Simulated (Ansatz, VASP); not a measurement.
**Be in VASP and in Ansatz**

```xyz
3
Lattice="3.5191 0.0000 0.0000 -1.7595 3.0476 0.0000 0.0000 0.0000 2.1489" Properties=species:S:1:pos:R:3 pbc="T T T"
Be    1.7595    3.0476    2.1489
Be    0.0000    2.0317    1.0745
Be    1.7595    1.0159    1.0745
```

Alike in both runs: functional LDA; k mesh 10 × 10 × 14; occupations fermi-dirac, width 0.1 eV; no spin polarisation.

Ansatz relaxed the structure, and its values are those at the end. VASP's run is a single point on that final structure, the one shown.

|  | VASP | Ansatz |
| --- | --- | --- |
| version | VASP 6.6.1 | Ansatz 0.2.0 |
| potentials or method | VASP PAW LDA potentials, release 64 (Be), cutoff 520 eV | plane waves (420 eV) with PAW, scalar-relativistic |
| valence electrons in the cell | 6 | 6 |

VASP gave:

| Item | Value |
| --- | --- |
| pressure (GPa) | 0.4 |

Task: Which values does Ansatz return?

Result: Pressure (GPa): 0.0.

Ansatz warns that its potentials were made for another functional, while VASP's fit it. LDA's correlation is that of Perdew and Zunger in VASP and of Perdew and Wang (1992) in Ansatz.
